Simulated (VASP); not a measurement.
# WC (P-6m2) in VASP: notebook

Runs on WC. Level: r2SCAN. Tasks: single point, relaxation of cell and atoms.

Program: VASP 6.6.1. These are calculated values, not measurements. Logs are shortened: lines on timing, memory, paths and dates and some standing lists are left out, and cuts for length are marked.

**1. The cell of the first run**

It takes space group P-6m2 (No. 187, hexagonal). The conventional cell has a = 2.912 Å, b = 2.912 Å, c = 2.836 Å, α = 90.00°, β = 90.00°, γ = 120.00°. Within 3.0 Å of W (site symmetry -6m2) lie 6 C at 2.20 Å and 8 W at 2.84 to 2.91 Å. C (site symmetry -6m2) has 6 W at 2.20 Å and 8 C at 2.84 to 2.91 Å within 3.0 Å.

**2. Single point, r2SCAN**

The input, POSCAR:

```
WC
1.0
    2.9124163413      0.0000000000      0.0000000000
   -1.4562081706      2.5222265379      0.0000000000
    0.0000000000      0.0000000000      2.8357273163
W C
1 1
Direct
    0.0000000000      0.0000000000      0.0000000000
    0.6666666667      0.3333333333      0.5000000000
```

The input, INCAR.step1:

```
SYSTEM = WC
ALGO = Normal
EDIFF = 1E-4
ENCUT = 520
GGA = PE
ISMEAR = -1
LASPH = .True.
LCHARG = .False.
LREAL = .False.
LWAVE = .True.
NBANDS = 16
NELM = 60
PREC = Accurate
SIGMA = 0.1
```

The input, INCAR.step2:

```
SYSTEM = WC
ALGO = Normal
EDIFF = 1E-6
ENCUT = 520
ISIF = 2
ISMEAR = -1
ISTART = 1
LASPH = .True.
LCHARG = .False.
LMIXTAU = .True.
LREAL = .False.
LWAVE = .False.
METAGGA = R2SCAN
NBANDS = 16
NELM = 60
PREC = Accurate
SIGMA = 0.1
```

The input, KPOINTS:

```
k-points
0
Gamma
  14 14 14
  0 0 0
```

Potentials or basis: VASP PAW PBE potentials, release 64 (W_sv, C).

The run is started by

```
> cat potpaw_PBE.64/W_sv/POTCAR potpaw_PBE.64/C/POTCAR > POTCAR
> cp INCAR.step1 INCAR
> mpirun -np 1 vasp_std > vasp.out
> cp INCAR.step2 INCAR
> mpirun -np 1 vasp_std > vasp.out
```

OUTCAR:

```text
SYSTEM = WC
   EDIFF = 1E-6
   ENCUT = 520
   ISIF = 2
   ISMEAR = -1
   ISTART = 1
   LASPH = .True.
   LREAL = .False.
   METAGGA = R2SCAN
   NELM = 60
   PREC = Accurate

 ion  position               nearest neighbor table
   1  0.000  0.000  0.000-   2 2.20   2 2.20   2 2.20   2 2.20   2 2.20   2 2.20
   2  0.667  0.333  0.500-   1 2.20   1 2.20   1 2.20   1 2.20   1 2.20   1 2.20

  LATTYP: Found a hexagonal cell.
 ALAT       =     2.9124163413
 C/A-ratio  =     0.9736682479

  Lattice vectors:

 A1 = (   2.9124163413,   0.0000000000,   0.0000000000)
 A2 = (  -1.4562081706,   2.5222265379,   0.0000000000)
 A3 = (   0.0000000000,   0.0000000000,   2.8357273163)

Analysis of symmetry for initial positions (statically):
=====================================================================
 Subroutine PRICEL returns:
 Original cell was already a primitive cell.

 Routine SETGRP: Setting up the symmetry group for a
 hexagonal supercell.

 Subroutine GETGRP returns: Found 12 space group operations
 (whereof 12 operations were pure point group operations)
 out of a pool of 24 trial point group operations.

The static configuration has the point symmetry D_3h.

Analysis of symmetry for dynamics (positions and initial velocities):
=====================================================================
 Subroutine PRICEL returns:
 Original cell was already a primitive cell.

 Routine SETGRP: Setting up the symmetry group for a
 hexagonal supercell.

 Subroutine GETGRP returns: Found 12 space group operations
 (whereof 12 operations were pure point group operations)
 out of a pool of 24 trial point group operations.

The dynamic configuration has the point symmetry D_3h.

 Subroutine INISYM returns: Found 12 space group operations
 (whereof 12 operations are pure point group operations),
 and found     1 'primitive' translations

----------------------------------------------------------------------------------------

                                     Primitive cell

  volume of cell :      20.8306

  direct lattice vectors                    reciprocal lattice vectors
     2.912416341  0.000000000  0.000000000     0.343357502  0.198237546  0.000000000
    -1.456208171  2.522226538  0.000000000     0.000000000  0.396475093  0.000000000
     0.000000000  0.000000000  2.835727316     0.000000000  0.000000000  0.352643216

  length of vectors
     2.912416341  2.912416341  2.835727316     0.396475093  0.396475093  0.352643216

[... 80 lines left out ...]
   EDIFF  = 0.1E-05   stopping-criterion for ELM
   LREAL  =      F    real-space projection
   EDIFFG = 0.1E-04   stopping-criterion for IOM
   NSW    =      0    number of steps for IOM
   IBRION =     -1    ionic relax: 0-MD 1-quasi-New 2-CG
   NFREE  =      0    steps in history (QN), initial steepest desc. (CG)
   ISIF   =      2    stress and relaxation
   ISYM   =      2    0-nonsym 1-usesym 2-fastsym
   POTIM  = 0.5000    time-step for ionic-motion
   TEBEG  =    0.0;   TEEND  =   0.0 temperature during run
   PSTRESS=    0.0 pullay stress
   NELECT =      18.0000    total number of electrons
   NUPDOWN=      -1.0000    fix difference up-down
   EMIN   =  10.00;   EMAX   =-10.00  energy-range for DOS
   EFERMI =   0.00;   METHOD = LEGACY
   ISMEAR =    -1;   SIGMA  =   0.10  broadening in eV -4-tet -1-fermi 0-gaus
   EFERMI_NEDOS =   21; number of points for ismear=-14 and -15
   IALGO  =     38    algorithm
   IMIX   =      4    mixing-type and parameters
     AMIX     =   0.40;   BMIX     =  1.00
     AMIX_MAG =   1.60;   BMIX_MAG =  1.00
  volume/ion in A,a.u.               =      10.42        70.29
  Fermi-wavevector in a.u.,A,eV,Ry     =   1.559307  2.946663 33.081732  2.431439
  Thomas-Fermi vector in A             =   2.662685
   LORBIT       =      0    0 simple, 1 ext, 2 COOP (PROOUT), +10 PAW based schemes
   METAGGA = R2SCAN    functional components
   LHFCALC =     F    Hartree Fock is set to
   AEXX    =    0.0000 exact exchange contribution
   IVDW    =     0    specifies the selected vdW correction
   LEPSILON=     F    determine dielectric tensor
   LRPA    =     F    only Hartree local field effects (RPA)
 non-spin polarized calculation
  energy-cutoff  :      520.00
  volume of cell :       20.83
 maximum number of plane-waves:       581
 NGX is ok and might be reduce to    24
   NGX = 11   NGY = 11   NGZ = 11

 number of electron      18.0000001 magnetization

 Free energy of the ion-electron system (eV)
  ---------------------------------------------------
  ext. energy  EPLUGINS =         0.00000000
  ---------------------------------------------------
  free energy    TOTEN  =       -61.61700039 eV

  energy without entropy =      -61.60805352  energy(sigma->0) =      -61.61252695

 E-fermi :  10.9127     XC(G=0): -14.9454

 val. band max:       10.8811968741   @ k =   0.0714   0.0714   0.4286
 cond. band min:      10.9675369400   @ k =   0.3571   0.2143   0.0000
 fundamental gap:      0.0863400659
 Fermi energy:        10.9127384695

 k-point     1 :       0.0000    0.0000    0.0000
  band No.  band energies     occupation
      1     -65.0419      2.00000
      2     -28.3440      2.00000
      3     -28.2464      2.00000
      4     -28.2464      2.00000
      5      -4.3033      2.00000
      6       6.4435      2.00000
[... 433 lines left out ...]
      3     -28.7663      2.00000
      4     -28.2145      2.00000
      5      -0.2217      2.00000
      6       4.0475      2.00000
[... 8 lines left out ...]
     15      27.0677      0.00000
     16      27.8583      0.00000

 [... further k-points ...]

------------------------ aborting loop because EDIFF is reached ----------------------------------------

  FORCE on cell =-STRESS in cart. coord.  units (eV):
  Direction    XX          YY          ZZ          XY          YZ          ZX
  --------------------------------------------------------------------------------------
  -------------------------------------------------------------------------------------
  Total        0.2320361      0.2320361      0.2760406      0.0000000      0.0000000     -0.0000000
  in kB       17.8469557     17.8469557     21.2315382      0.0000000      0.0000000     -0.0000000
  external PRESSURE =      18.9751499 kB  Pullay stress =       0.0000000 kB

 VOLUME and BASIS-vectors are now :
 -----------------------------------------------------------------------------
  energy-cutoff  :      520.00
  volume of cell :       20.83
      direct lattice vectors                 reciprocal lattice vectors
     2.912416341  0.000000000  0.000000000     0.343357502  0.198237546  0.000000000
    -1.456208171  2.522226538  0.000000000     0.000000000  0.396475093  0.000000000
     0.000000000  0.000000000  2.835727316     0.000000000  0.000000000  0.352643216

 POSITION                                       TOTAL-FORCE (eV/Angst)
 -----------------------------------------------------------------------------------
      0.00000      0.00000      0.00000        -0.000000     -0.000000      0.000000
      1.45621      0.84074      1.41786         0.000000      0.000000      0.000000
 -----------------------------------------------------------------------------------
    total drift:                               -0.000000      0.000000      0.000000

  FREE ENERGIE OF THE ION-ELECTRON SYSTEM (eV)
  ---------------------------------------------------
  free  energy   TOTEN  =       -61.6170003911 eV

  energy  without entropy=      -61.6080535160  energy(sigma->0) =      -61.61252695
```

Run time: 2 min. Hardware: 1 thread of Intel Xeon Platinum 8259CL at 2.50GHz (Skylake/Cascade Lake), shared host; peak memory 0.19 GiB.

Results:

```yaml
Free_energy: -61.6170 eV
Pressure: 1.9 GPa
Band_gap_on_the_k_mesh: zero (bands 9 and 10 overlap by 1.34 eV)
```

Stress tensor (GPa, compression positive):
```
1.78 0.00 0.00
0.00 1.78 0.00
0.00 0.00 2.12
```

Caveat: the PAW data sets were made with another functional, which shifts forces and pressure a little; spin-orbit coupling is left out, which moves the levels of the heavy elements.

**3. Relaxation of cell and atoms, r2SCAN**

This run uses another cell than the first one, of 10.38 Å³/atom.

The input, POSCAR:

```
WC
1.0
    2.9065000000      0.0000000000      0.0000000000
   -1.4532500000      2.5171028361      0.0000000000
    0.0000000000      0.0000000000      2.8366000000
W C
1 1
Direct
    0.0000000000      0.0000000000      0.0000000000
    0.6666666667      0.3333333333      0.5000000000
```

The input, INCAR.step1:

```
SYSTEM = WC
ALGO = Normal ; EDIFF = 1E-4
ENCUT = 600 ; GGA = PE
ISMEAR = -1 ; LASPH = .True.
LCHARG = .False. ; LREAL = .False.
LWAVE = .True. ; NELM = 100
PREC = Accurate ; SIGMA = 0.1
```

The input, INCAR.step2:

```
SYSTEM = WC
ALGO = Normal ; EDIFF = 1E-7
EDIFFG = -0.002 ; ENCUT = 600
IBRION = 2 ; ISIF = 3
ISMEAR = -1 ; ISTART = 1
LASPH = .True. ; LCHARG = .False.
LMIXTAU = .True. ; LREAL = .False.
LWAVE = .False. ; METAGGA = R2SCAN
NELM = 100 ; NSW = 100
PREC = Accurate ; SIGMA = 0.1
```

KPOINTS is that of step 2.

Potentials or basis: VASP PAW PBE potentials, release 64 (W_sv, C).

The run is started by

```
> cat potpaw_PBE.64/W_sv/POTCAR potpaw_PBE.64/C/POTCAR > POTCAR
> cp INCAR.step1 INCAR
> mpirun -np 1 vasp_std > vasp.out
> cp INCAR.step2 INCAR
> mpirun -np 1 vasp_std > vasp.out
```

OUTCAR:

```text
SYSTEM = WC
   EDIFF = 1E-7
   EDIFFG = -0.002
   ENCUT = 600
   IBRION = 2
   ISIF = 3
   ISMEAR = -1
   ISTART = 1
   LASPH = .True.
   LREAL = .False.
   METAGGA = R2SCAN
   NELM = 100
   NSW = 100
   PREC = Accurate

 ion  position               nearest neighbor table
   1  0.000  0.000  0.000-   2 2.20   2 2.20   2 2.20   2 2.20   2 2.20   2 2.20
   2  0.667  0.333  0.500-   1 2.20   1 2.20   1 2.20   1 2.20   1 2.20   1 2.20

  LATTYP: Found a hexagonal cell.
 ALAT       =     2.9065000000
 C/A-ratio  =     0.9759504559

  Lattice vectors:

 A1 = (   2.9065000000,   0.0000000000,   0.0000000000)
 A2 = (  -1.4532500000,   2.5171028361,   0.0000000000)
 A3 = (   0.0000000000,   0.0000000000,   2.8366000000)

Analysis of symmetry for initial positions (statically):
=====================================================================
 Subroutine PRICEL returns:
 Original cell was already a primitive cell.

 Routine SETGRP: Setting up the symmetry group for a
 hexagonal supercell.

 Subroutine GETGRP returns: Found 12 space group operations
 (whereof 12 operations were pure point group operations)
 out of a pool of 24 trial point group operations.

The static configuration has the point symmetry D_3h.

Analysis of symmetry for dynamics (positions and initial velocities):
=====================================================================
 Subroutine PRICEL returns:
[... 414 lines left out ...]
  ext. energy  EPLUGINS =         0.00000000
  ---------------------------------------------------
  free energy    TOTEN  =       -61.61939060 eV

  energy without entropy =      -61.61044516  energy(sigma->0) =      -61.61491788

 E-fermi :  10.8495     XC(G=0): -14.9165

 val. band max:       10.8200861285   @ k =   0.0714   0.0714   0.4286
 cond. band min:      10.9068588679   @ k =   0.3571   0.2143   0.0000
 fundamental gap:      0.0867727395
 Fermi energy:        10.8495380844

 k-point     1 :       0.0000    0.0000    0.0000
  band No.  band energies     occupation
      1     -65.1154      2.00000
      2     -28.4178      2.00000
      3     -28.3214      2.00000
      4     -28.3214      2.00000
      5      -4.3311      2.00000
      6       6.4065      2.00000
      7       7.3835      2.00000
      8       7.3835      2.00000
      9      10.9684      0.46706
     10      14.2299      0.00000
     11      14.2299      0.00000
     12      16.7718      0.00000
     13      16.7718      0.00000
[... 354 lines left out ...]
  band No.  band energies     occupation
      1     -65.0455      2.00000
      2     -28.9703      2.00000
      3     -28.8333      2.00000
      4     -28.2905      2.00000
      5      -0.2723      2.00000
      6       4.0093      2.00000
      7       6.2521      2.00000
      8       7.2997      2.00000
      9      11.6152      0.00095
     10      11.6650      0.00057
     11      13.1381      0.00000
     12      14.4030      0.00000
     13      20.3472      0.00000

 [... further k-points ...]

------------------------ aborting loop because EDIFF is reached ----------------------------------------

  FORCE on cell =-STRESS in cart. coord.  units (eV):
  Direction    XX          YY          ZZ          XY          YZ          ZX
  --------------------------------------------------------------------------------------
  -------------------------------------------------------------------------------------
  Total       -0.0001774     -0.0001774      0.0001417      0.0000000      0.0000000      0.0000000
  in kB       -0.0135862     -0.0135862      0.0108515      0.0000000      0.0000000      0.0000000
  external PRESSURE =      -0.0054403 kB  Pullay stress =       0.0000000 kB
[... 17 lines left out ...]
  FREE ENERGIE OF THE ION-ELECTRON SYSTEM (eV)
  ---------------------------------------------------
  free  energy   TOTEN  =       -61.6193906030 eV

  energy  without entropy=      -61.6104451617  energy(sigma->0) =      -61.61491788

 reached required accuracy - stopping structural energy minimisation
```

OUTCAR.step1:

```text
SYSTEM = WC
   EDIFF = 1E-4
   ENCUT = 600
   GGA = PE
   ISMEAR = -1
   LASPH = .True.
   LREAL = .False.
[... 605 lines left out ...]
      0.00000      0.00000      0.00000        -0.000000     -0.000000      0.000000
      1.45325      0.83903      1.41830         0.000000      0.000000      0.000000
 -----------------------------------------------------------------------------------
    total drift:                               -0.000000      0.000000      0.000000

  FREE ENERGIE OF THE ION-ELECTRON SYSTEM (eV)
  ---------------------------------------------------
  free  energy   TOTEN  =       -22.4476084221 eV

  energy  without entropy=      -22.4377051808  energy(sigma->0) =      -22.44265680
```

Run time: 12 min. Hardware: 1 thread of Intel Xeon Platinum 8259CL at 2.50GHz (Skylake/Cascade Lake), shared host; peak memory 0.21 GiB.

Results:

- Free energy: -61.6194 eV
- Relaxed volume: 10.46 Å³/atom
- Relaxed cell: a = 2.917 Å, b = 2.917 Å, c = 2.840 Å, α = 90.00°, β = 90.00°, γ = 120.00°
- Space group after relaxing (to 0.1 Å): P-6m2 (No. 187)
- Energy gained by relaxing: 0.9 meV/atom
- Ionic steps: 8
- Pressure after relaxing: 0.0 GPa
- Band gap on the k mesh: zero (bands 9 and 10 overlap by 1.33 eV)

Step by step:
| step | energy change (eV) | largest force (eV/Å) | pressure (GPa) | volume (Å³) |
| --- | --- | --- | --- | --- |
| 1 | 0.0000 | 0.0000 | 3.27 | 20.75 |
| 2 | 0.0110 | 0.0000 | -8.56 | 21.40 |
| 3 | -0.0018 | 0.0000 | -0.10 | 20.93 |
| 4 | -0.0018 | 0.0000 | -0.04 | 20.92 |
| 5 | -0.0018 | 0.0000 | 0.13 | 20.92 |
| 6 | -0.0018 | 0.0000 | 0.04 | 20.92 |
| 7 | -0.0018 | 0.0000 | -0.08 | 20.93 |
| 8 | -0.0018 | 0.0000 | 0.00 | 20.92 |

Final structure:
```yaml
crystal:
  lattice:
    - [2.91665, 0.00000, 0.00000]
    - [-1.45833, 2.52590, 0.00000]
    - [0.00000, 0.00000, 2.84003]
  atoms:
    - { symbol: W, position: [0.00000, 0.00000, 0.00000] }
    - { symbol: C, position: [0.66667, 0.33333, 0.50000] }
```

Caveat: the PAW data sets were made with another functional, which shifts forces and pressure a little; spin-orbit coupling is left out, which moves the levels of the heavy elements. Zero-point motion and thermal expansion aren't in these numbers.
